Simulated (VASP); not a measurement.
A run of VASP 6.6.1 is set up as follows.

The input INCAR:

```
SYSTEM = Pd
  ALGO = Normal
  EDIFF = 1E-8
  ENCUT = 630
  GGA = RP
  GGA_COMPAT = .FALSE.
  IBRION = 6
  ISIF = 3
  ISMEAR = 0
  IVDW = 12
  LASPH = .TRUE.
  LCHARG = .FALSE.
  LREAL = .FALSE.
  LWAVE = .FALSE.
  NELM = 120
  NFREE = 2
  NSW = 1
  POTIM = 0.015
  PREC = Accurate
  SIGMA = 0.1
```

The input KPOINTS:

```
k-points
0
G
  7 7 7
  0 0 0
```

File POSCAR:

```
Pd
1.0
    0.0000000000      2.0968035600      2.0968035600
    2.0968035600      0.0000000000      2.0968035600
    2.0968035600      2.0968035600      0.0000000000
Pd
1
Direct
    0.0000000000      0.0000000000      0.0000000000
```

Potentials or basis: VASP PAW PBE potentials, release 64 (Pd_sv_GW).

The run is started by

```console
$ cat potpaw_PBE.64/Pd_sv_GW/POTCAR > POTCAR
$ mpirun -np 1 vasp_std > vasp.out
```

(1) What does it give for the elastic constants C11, C12, C44?

(2) What does it give for the Voigt bulk modulus?

(3) Predict the dispersion energy per atom.

Answers

(1) 74, 51, 40 GPa.

(2) 59 GPa.

(3) -2.660 eV.

Caveat: the k points lie up to 0.37 Å⁻¹ apart; the cell is under stress, which shifts elastic constants; three body term missing; the dispersion term is far too large for a dense solid, which distorts pressure and volume; the PAW data sets were made with another functional, which shifts forces and pressure a little.
